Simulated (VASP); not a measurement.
# Ta4F in VASP: a series of runs, part 2 of 2

VASP 6.6.1. Earlier steps stand in the parts before.

### 4 Single point, LDA

Input file INCAR:

```
SYSTEM = Ta4F
PREC     = Accurate       ! precision mode
ENCUT    = 520            ! plane-wave cutoff, eV
EDIFF    = 1E-6           ! SCF threshold, eV
ISMEAR   = 0              ! smearing method
SIGMA    = 0.1            ! smearing width, eV
LREAL    = .False.        ! projectors in reciprocal space
LASPH    = .True.         ! aspherical terms in the spheres
NELM     = 80             ! most SCF steps
ALGO     = Normal         ! electronic algorithm
ISIF     = 2              ! what is computed and relaxed
LWAVE    = .False.        ! write WAVECAR
LCHARG   = .False.        ! write CHGCAR
LDIPOL   = .True.       
IDIPOL   = 3            
DIPOL    = 0.5 0.5 0.357
NBANDS   = 34             ! bands
```

Input file KPOINTS:

```
Automatic mesh
0
Gamma
  8 8 1
  0 0 0
```

Input file POSCAR:

```
Ta4F
1.0
    3.2528501167      0.0000000000      0.0000000000
    0.0000000000      3.2528501167      0.0000000000
    0.0000000000      0.0000000000     20.2133955742
Ta F
4 1
Direct
    0.5000000000      0.5000000000      0.1978885727
    0.0000000000      0.0000000000      0.2783513061
    0.5000000000      0.5000000000      0.3580225065
    0.0000000000      0.0000000000      0.4310703534
    0.0000000000      0.1250000000      0.5205426360
```

Potentials or basis: VASP PAW LDA potentials, release 64 (Ta_pv, F).

On the command line:

```bash
> cat potpaw_LDA.64/Ta_pv/POTCAR potpaw_LDA.64/F/POTCAR > POTCAR
> mpirun -np 1 vasp_std > vasp.out
```

OUTCAR:

```text
SYSTEM = Ta4F
   PREC = Accurate
   ENCUT = 520
   EDIFF = 1E-6
   ISMEAR = 0
   LREAL = .False.
   LASPH = .True.
   NELM = 80
   ISIF = 2

 ion  position               nearest neighbor table
   1  0.500  0.500  0.198-   2 2.82   2 2.82   2 2.82   2 2.82   3 3.24
   2  0.000  0.000  0.278-   3 2.81   3 2.81   3 2.81   3 2.81   1 2.82   1 2.82   1 2.82   1 2.82
                             4 3.09
   3  0.500  0.500  0.358-   4 2.73   4 2.73   4 2.73   4 2.73   2 2.81   2 2.81   2 2.81   2 2.81
                             1 3.24
   4  0.000  0.000  0.431-   5 1.85   3 2.73   3 2.73   3 2.73   3 2.73   2 3.09
   5  0.000  0.125  0.521-   4 1.85

  LATTYP: Found a simple tetragonal cell.
 ALAT       =     3.2528501167
 C/A-ratio  =     6.2140568575

  Lattice vectors:

 A1 = (   3.2528501167,   0.0000000000,   0.0000000000)
 A2 = (   0.0000000000,   3.2528501167,   0.0000000000)
 A3 = (   0.0000000000,   0.0000000000,  20.2133955742)

Analysis of symmetry for initial positions (statically):
=====================================================================
 Subroutine PRICEL returns:
 Original cell was already a primitive cell.

 Routine SETGRP: Setting up the symmetry group for a
 simple tetragonal supercell.

 Subroutine GETGRP returns: Found  2 space group operations
 (whereof  2 operations were pure point group operations)
 out of a pool of 16 trial point group operations.

The static configuration has the point symmetry C_1h.

Analysis of symmetry for dynamics (positions and initial velocities):
=====================================================================
 Subroutine PRICEL returns:
 Original cell was already a primitive cell.

 Routine SETGRP: Setting up the symmetry group for a
 simple tetragonal supercell.

 Subroutine GETGRP returns: Found  2 space group operations
[... 133 lines left out ...]
   GGA     = CA    functional components
   LHFCALC =     F    Hartree Fock is set to
   AEXX    =    0.0000 exact exchange contribution
   IVDW    =     0    specifies the selected vdW correction
   LEPSILON=     F    determine dielectric tensor
   LRPA    =     F    only Hartree local field effects (RPA)
 non-spin polarized calculation
 Gauss-broadening in eV      SIGMA  =   0.10
  energy-cutoff  :      520.00
  volume of cell :      213.88
 maximum number of plane-waves:      5812
   NGX = 13   NGY = 13   NGZ = 75

 dipolmoment           0.000000      0.000000     -0.559830 electrons x Angstroem

 number of electron      51.0000000 magnetization

 dipolmoment           0.000000      0.000000      0.151918 electrons x Angstroem

 Free energy of the ion-electron system (eV)
  ---------------------------------------------------
  ext. energy  EPLUGINS =         0.00000000
  ---------------------------------------------------
  free energy    TOTEN  =       -53.96311097 eV

  energy without entropy =      -53.94441628  energy(sigma->0) =      -53.95376362

 E-fermi :  -1.3830     XC(G=0):  -5.7163

 val. band max:       -1.3890656053   @ k =   0.3750   0.1250   0.0000
 cond. band min:      -1.3754708899   @ k =  -0.1250   0.3750   0.0000
 fundamental gap:      0.0135947154
 Fermi energy:        -1.3829833547

 k-point     1 :       0.0000    0.0000    0.0000
  band No.  band energies     occupation
      1     -36.3126      2.00000
      2     -36.0821      2.00000
      3     -35.9064      2.00000
      4     -35.9062      2.00000
      5     -35.7556      2.00000
      6     -35.7497      2.00000
[... 877 lines left out ...]
     33       2.7806      0.00000
     34       3.1181      0.00000

 [... further k-points ...]

------------------------ aborting loop because EDIFF is reached ----------------------------------------

 vacuum level on the upper side and lower side of the slab       (xc-potential included)         1.155        -1.439

  FORCE on cell =-STRESS in cart. coord.  units (eV):
  Direction    XX          YY          ZZ          XY          YZ          ZX
  --------------------------------------------------------------------------------------
  -------------------------------------------------------------------------------------
  Total       -2.6853335     -2.8681953      2.2108892      0.0000000      0.1637459      0.0000000
  in kB      -20.1159913    -21.4858191     16.5619010      0.0000000      1.2266305      0.0000000
  external PRESSURE =      -8.3466365 kB  Pullay stress =       0.0000000 kB

 VOLUME and BASIS-vectors are now :
 -----------------------------------------------------------------------------
  energy-cutoff  :      520.00
  volume of cell :      213.88
      direct lattice vectors                 reciprocal lattice vectors
     3.252850117  0.000000000  0.000000000     0.307422711  0.000000000  0.000000000
     0.000000000  3.252850117  0.000000000     0.000000000  0.307422711  0.000000000
     0.000000000  0.000000000 20.213395574     0.000000000  0.000000000  0.049472143

 POSITION                                       TOTAL-FORCE (eV/Angst)
 -----------------------------------------------------------------------------------
      1.62643      1.62643      4.00000         0.000000     -0.003656      0.751848
      0.00000      0.00000      5.62643         0.000000      0.036943     -1.091496
      1.62643      1.62643      7.23685         0.000000     -0.247105     -1.300396
      0.00000      0.00000      8.71340         0.000000      0.271136      1.350976
      0.00000      0.40661     10.52193         0.000000     -0.057317      0.289068
 -----------------------------------------------------------------------------------
    total drift:                                0.000000     -0.000003      0.001237

  FREE ENERGIE OF THE ION-ELECTRON SYSTEM (eV)
  ---------------------------------------------------
  free  energy   TOTEN  =       -53.9631109695 eV

  energy  without entropy=      -53.9444162768  energy(sigma->0) =      -53.95376362

 vacuum level on the upper side and lower side of the slab         5.405         2.741
```

OSZICAR:

```text
N       E                     dE             d eps       ncg     rms          rms(c)
DAV:   1     0.415657352189E+03    0.41566E+03   -0.28372E+04  2108   0.131E+03
DAV:   2    -0.358636911577E+02   -0.45152E+03   -0.43928E+03  1998   0.359E+02
DAV:   3    -0.588781400815E+02   -0.23014E+02   -0.22436E+02  2092   0.743E+01
[... 17 lines left out ...]
DAV:  21    -0.539630993848E+02   -0.99958E-05   -0.80632E-06  1968   0.114E-02    0.211E-03
DAV:  22    -0.539631060950E+02   -0.67102E-05   -0.15860E-06  1448   0.531E-03    0.765E-04
DAV:  23    -0.539631097745E+02   -0.36795E-05   -0.56276E-07  1344   0.307E-03    0.584E-04
DAV:  24    -0.539631107893E+02   -0.10148E-05   -0.24768E-07  1192   0.223E-03    0.562E-04
DAV:  25    -0.539631109695E+02   -0.18016E-06   -0.72184E-08  1082   0.103E-03
   1 F= -.53963111E+02 E0= -.53953764E+02  d E =-.186947E-01
```

stdout:

```text
POSCAR found type information on POSCAR TaF
 POSCAR found :  2 types and       5 ions
 scaLAPACK will be used
 LDA part: xc-table for (Slater(with rela. corr.)+CA(PZ))
 , standard interpolation
 POSCAR, INCAR and KPOINTS ok, starting setup
 FFT: planning ... GRIDC
 FFT: planning ... GRID_SOFT
 FFT: planning ... GRID
 WAVECAR not read
 entering main loop
```

Run time: 2.3 min. Hardware: 1 thread of Intel Xeon 6975P-C (Granite Rapids), shared host; peak memory 0.31 GiB.

Results:

| Property | Result |
| --- | --- |
| Free energy | -53.9631 eV |
| Largest force | 1.378 eV/Å |
| Band gap on the k mesh | zero (an odd number of electrons rules out a gap without spin polarisation) |

Forces in eV/Å, atoms in the order of the input:
```
Ta   0.000 -0.004  0.752
Ta   0.000  0.037 -1.091
Ta   0.000 -0.247 -1.300
Ta   0.000  0.271  1.351
F    0.000 -0.057  0.289
```

Caveat: spin-orbit coupling is left out, which moves the levels of the heavy elements; an odd number of electrons without spin polarisation forces a metal; a magnetic or distorted state may lie lower.

### 5 Summary

```csv
cell,gap on the mesh (eV),largest force (eV/Å)
"as given, atomic positions A",none,1.50
"as given, atomic positions B",none,1.59
"as given, atomic positions C",none,1.38
```

Alike in all rows: task single point; level LDA; potentials or basis VASP PAW LDA potentials, release 64 (Ta_pv, F); no spin polarisation; k mesh 8 × 8 × 1; cutoff (eV) 520; smearing gaussian 0.1 eV.

Caveats: spin-orbit coupling is left out, which moves the levels of the heavy elements; an odd number of electrons without spin polarisation forces a metal; a magnetic or distorted state may lie lower.

Total energies depend on the potentials used, so only differences within one code and one set of settings carry meaning.
